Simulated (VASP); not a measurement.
Wanted: the native input for a VASP 6.6.1 run.

```yaml
Task: single point
Functional: PBE
Potentials_or_basis: VASP PAW PBE potentials, release 64 (Be, Bi_d)
Cutoff: 520 eV
k_mesh: 4 × 4 × 4
Occupations: gaussian, width 0.1 eV
Spin: no spin polarisation
Dipole_correction: no
Further_INCAR_settings: ALGO = Normal; EDIFF = 1e-07; NBANDS = 32
```

The structure of BeBi3 lies in POSCAR:

```
BeBi3
1.0
    4.6042771891      0.0000000000      0.0000000000
    0.0000000000      4.6042771891      0.0000000000
    0.0000000000      0.0000000000      4.6042771891
Be Bi
1 3
Direct
    0.0000000000      0.0000000000      0.0000000000
    0.0000000000      0.5000000000      0.5000000000
    0.5000000000      0.0000000000      0.5000000000
    0.5000000000      0.5000000000      0.0000000000
```

These files were run (other wordings do the same):

INCAR

```
PREC = Accurate ; ENCUT = 520
EDIFF = 1E-7 ; ISMEAR = 0
SIGMA = 0.1 ; LREAL = False
LASPH = True ; NELM = 100
ALGO = Normal ; ISIF = 2
LWAVE = False ; LCHARG = False
GGA = PE ; NBANDS = 32
```

KPOINTS

```
Automatic mesh
0
Gamma
  4 4 4
```

Potentials or basis: VASP PAW PBE potentials, release 64 (Be, Bi_d).

Launch:

```console
$ cat potpaw_PBE.64/Be/POTCAR potpaw_PBE.64/Bi_d/POTCAR > POTCAR
$ mpirun -np 1 vasp_std > vasp.out
```

It gave:

```yaml
Pressure: 9.5 GPa
Band_gap_on_the_k_mesh: zero (an odd number of electrons rules out a gap without spin polarisation)
```

Caveat: the cell stands under pressure; spin-orbit coupling is left out, which moves the levels of the heavy elements.

Run time: 50 s on 1 thread of AMD EPYC 7R43 64-Core Processor (Zen 3), with other jobs on the host, peak memory 0.17 GiB.
